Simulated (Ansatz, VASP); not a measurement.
# WS2: VASP beside Ansatz

File POSCAR:

```
WS2
1.0
    0.0000000000      2.9311595479      2.9311595479
    2.9311595479      0.0000000000      2.9311595479
    2.9311595479      2.9311595479      0.0000000000
W S
1 2
Direct
    0.0000000000      0.0000000000      0.0000000000
    0.2500000000      0.2500000000      0.2500000000
    0.7500000000      0.7500000000      0.7500000000
```

The input INCAR.step1:

```
SYSTEM = WS2
PREC = Accurate ; ENCUT = 520
ISMEAR = -1 ; SIGMA = 0.02
LREAL = .FALSE. ; LASPH = .TRUE.
NELM = 60 ; NBANDS = 20
GGA = PE ; ALGO = Normal
EDIFF = 1E-4 ; LWAVE = .TRUE.
LCHARG = .FALSE.
```

The input INCAR.step2:

```
SYSTEM = WS2
PREC = Accurate ; ENCUT = 520
EDIFF = 1E-6 ; ISMEAR = -1
SIGMA = 0.02 ; LREAL = .FALSE.
LASPH = .TRUE. ; NELM = 60
ALGO = Normal ; ISIF = 2
LWAVE = .FALSE. ; LCHARG = .FALSE.
METAGGA = R2SCAN ; LMIXTAU = .TRUE.
NBANDS = 20 ; ISTART = 1
```

The input KPOINTS:

```
regular mesh
0
G
  6 6 6
  0 0 0
```

Input for Ansatz:

```yaml
crystal:
  lattice:
    - [0.0, 2.9311595479, 2.9311595479]
    - [2.9311595479, 0.0, 2.9311595479]
    - [2.9311595479, 2.9311595479, 0.0]
  atoms:
    - { symbol: W, position: [0.0, 0.0, 0.0] }
    - { symbol: S, position: [0.25, 0.25, 0.25] }
    - { symbol: S, position: [0.75, 0.75, 0.75] }
kpoints:
  mp_grid: { grid: [6, 6, 6] }
hamiltonian:
  xc: r2scan
scf:
  occupations: { method: fermi_dirac, width: 0.02 }
  n_extra_bands: 4
output:
  forces: true
  stress: true
  eigenvalues: true
```

Alike in both runs: task single point; functional r2SCAN; k mesh 6 × 6 × 6; occupations fermi-dirac, width 0.02 eV; no spin polarisation.

```csv
,VASP,Ansatz
version,VASP 6.6.1,Ansatz 0.2.0
potentials or method,"VASP PAW PBE potentials, release 64 (W_sv, S)","plane waves, PAW"
plane-wave cutoff (eV),520,500
valence electrons in the cell,26,26
```

```tsv
	VASP	Ansatz	Ansatz less VASP
pressure (GPa)	-0.3	-0.5	-0.16
```

VASP's potentials were made for PBE, not for r2SCAN.

Neither program's run includes spin-orbit coupling.
